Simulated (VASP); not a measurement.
Here is a VASP 6.6.1 calculation.

File INCAR:

```
PREC = Accurate
ENCUT = 1330
EDIFF = 1E-6
ISMEAR = 0
SIGMA = 0.15
LREAL = F
LASPH = T
NELM = 120
ALGO = Normal
ISIF = 2
LWAVE = F
LCHARG = T
LELF = T
LVHAR = T
NBANDS = 16
GGA_COMPAT = F
```

KPOINTS

```
Automatic mesh
0
Gamma
  18 18 18
```

POSCAR

```
TaN
1.0
    0.0000000000      2.1742693740      2.1742693740
    2.1742693740      0.0000000000      2.1742693740
    2.1742693740      2.1742693740      0.0000000000
Ta N
1 1
Direct
    0.5000000000      0.5000000000      0.5000000000
    0.0000000000      0.0000000000      0.0000000000
```

Potentials or basis: VASP PAW LDA potentials, release 64 (Ta_sv_GW, N_h).

Command:

```bash
$ cat potpaw_LDA.64/Ta_sv_GW/POTCAR potpaw_LDA.64/N_h/POTCAR > POTCAR
$ mpirun -np 1 vasp_std > vasp.out
```

Task: Predict the pressure.

Result: 1.1 GPa.

Task: Estimate the band gap on the k mesh.

Result: Zero (bands 9 and 10 overlap by 4.21 eV).

Caveat: spin-orbit coupling is left out, which moves the levels of the heavy elements.
